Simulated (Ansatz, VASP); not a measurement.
# HfB: VASP beside Ansatz

File INCAR:

```
SYSTEM = HfB
  PREC = Accurate
  ENCUT = 520
  EDIFF = 1E-7
  ISMEAR = 0
  SIGMA = 0.15
  LREAL = .False.
  LASPH = .True.
  NELM = 60
  ALGO = Normal
  ISIF = 2
  LWAVE = .False.
  LCHARG = .False.
  GGA = PS
  NBANDS = 14
```

File KPOINTS:

```
regular mesh
0
Gamma
  18 18 18
  0 0 0
```

File POSCAR:

```
HfB
1.0
    0.0000000000      2.2984500000      2.2984500000
    2.3100000000     -0.0115500000      2.3100000000
    2.3100000000      2.3100000000     -0.0115500000
Hf B
1 1
Direct
    0.5000000000      0.5000000000      0.5000000000
    0.0000000000      0.0000000000      0.0000000000
```

Input for Ansatz:

```yaml
crystal:
  lattice:
    - [0.0, 2.29845, 2.29845]
    - [2.31, -0.01155, 2.31]
    - [2.31, 2.31, -0.01155]
  atoms:
    - { symbol: Hf, position: [0.5, 0.5, 0.5] }
    - { symbol: B, position: [0.0, 0.0, 0.0] }
basis:
  ecutwfc: 420
kpoints:
  mp_grid: { grid: [18, 18, 18] }
hamiltonian:
  xc: pbesol
scf:
  occupations: { method: gaussian, width: 0.15 }
output:
  forces: true
  stress: true
  eigenvalues: true
```

Change from the starting cell: strain -0.0100 x Voigt [0, 0, 0, 1, 0, 0], atoms carried along.

Alike in both runs: task single point; functional PBEsol; k mesh 18 × 18 × 18; occupations gaussian, width 0.15 eV; no spin polarisation.

|  | VASP | Ansatz |
| --- | --- | --- |
| version | VASP 6.6.1 | Ansatz 0.2.0 |
| potentials or method | VASP PAW PBE potentials, release 64 (Hf_pv, B), cutoff 520 eV | scalar-relativistic, plane waves, PAW |
| valence electrons in the cell | 13 | 29 |

Ansatz gave:

- gap on the k mesh at the Fermi level (eV): none
- pressure (GPa): 23.5
- traceless stress, the component that is largest in VASP (GPa): 0.62

Task: What did VASP give for the same quantities?

Result: gap on the k mesh at the Fermi level (eV): none; pressure (GPa): 24.6; traceless stress, the component that is largest in VASP (GPa): 0.59.

VASP's potentials were made for PBE, not for PBEsol. A gap of «none» marks a metal or a gap that the smearing closes. With one functional, cell and mesh, what is left measures potentials, basis and numerics. VASP's potentials hold 13 valence electrons a cell and Ansatz's 29, so a difference there can come from the potentials and not from the codes.

Neither program's run includes spin-orbit coupling.
